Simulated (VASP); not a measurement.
A run of VASP 6.6.1:

INCAR

```
SYSTEM = Si8O15
ALGO = Normal
EDIFF = 1E-6
ENCUT = 520
GGA = PE
ISIF = 2
ISMEAR = -1
IVDW = 12
LASPH = .True.
LCHARG = .False.
LREAL = Auto
LWAVE = .False.
NBANDS = 78
NELM = 60
PREC = Accurate
SIGMA = 0.05
```

KPOINTS

```
k-points
0
Gamma
  2 2 2
  0 0 0
```

POSCAR

```
Si8O15
1.0
    0.0000000000      5.0462000000      4.4946000000
    4.0970000000      0.0000000000      4.4946000000
    4.0970000000      5.0462000000      0.0000000000
Si O
8 15
Direct
    0.2010182168      0.0523680689      0.9506382772
    0.3014417896      0.4509664336      0.0431973448
    0.7996356676      0.9515068145      0.0498998245
    0.2007411037      0.0501515230      0.4510862119
    0.7020583763      0.5486082014      0.4482941662
    0.7999261026      0.9465214122      0.5515498595
    0.3006191759      0.4547982138      0.5352715934
    0.6859743318      0.5473367526      0.9643015193
    0.5974298776      0.4817153189     -0.2170543475
    0.2671835972      0.1523035652      0.6142802766
    0.3662800606      0.7157049881      0.5139842967
    0.4654537031      0.1229385899      0.1543467408
    0.1015466832      0.9778149952      0.2855806601
    0.2338788668      0.3485565001      0.8811667120
    0.1375343402      0.7844464813      0.9847634284
    0.0384960707      0.3849518446      0.3447733202
    0.9032056989      0.0169843069      0.7153193299
    0.7667411160      0.6543090331      0.1164708058
    0.8646234781      0.2133496452      0.0190123270
    0.9593985898      0.6157994256      0.6564571036
    0.7328012934      0.8465252318      0.3852770626
    0.6377178595      0.2833463064      0.4797913553
    0.5315439065      0.8851465665      0.8518422058
```

Potentials or basis: VASP PAW PBE potentials, release 64 (Si, O).

Launch:

```console
$ cat potpaw_PBE.64/Si/POTCAR potpaw_PBE.64/O/POTCAR > POTCAR
$ mpirun -np 1 vasp_std > vasp.out
```

Hardware: 1 thread of AMD EPYC 7R43 64-Core Processor (Zen 3), on a shared host.

Task: How long does it take, and how much memory?

Result: Run time: 4.8 min on 1 thread of AMD EPYC 7R43 64-Core Processor (Zen 3) (shared host), peak memory 0.3 GiB. Counts: scf iterations 14, k points 8.
